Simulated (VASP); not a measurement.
Runs of VASP 6.6.1 on NbN. Symmetry: Fm-3m, No. 225, cubic system. Conventional cell: a = 4.401 Å, b = 4.401 Å, c = 4.401 Å, α = 90.00°, β = 90.00°, γ = 90.00°. Nb (site symmetry m-3m) has 6 N at 2.20 Å within 2.9 Å. Within 2.9 Å of N (site symmetry m-3m) lie 6 Nb at 2.20 Å. 

```csv
level,U,k mesh,smearing,gap on the mesh (eV),pressure (GPa)
PBE+U,Nb d U = 5.0 eV,7 × 7 × 7,fermi-dirac 0.1 eV,none,15.5
PBE,-,7 × 7 × 7,fermi-dirac 0.1 eV,none,(a)
PBE,-,7 × 7 × 7,methfessel-paxton 0.001 eV,none,3.6
PBE+U,Nb d U = 3.0 eV,9 × 9 × 9,fermi-dirac 0.1 eV,none,11.0
PBE,-,"7 × 7 × 7, shifted",fermi-dirac 0.1 eV,none,(b)
```

Alike in all rows: task single point; potentials or basis VASP PAW PBE potentials, release 64 (Nb_sv, N); no spin polarisation; cell as given; cutoff (eV) 600.

Problem. Fill in the values left out.

Solution. (a) 3.7; (b) 4.1.

Caveats: the cell stands under pressure; U without spin polarisation on a metal has little footing (at least some runs).

A k mesh can miss the band edges, and the runs leave out spin-orbit coupling on Nb.

A gap of «none» marks levels without a gap at the run's occupations.
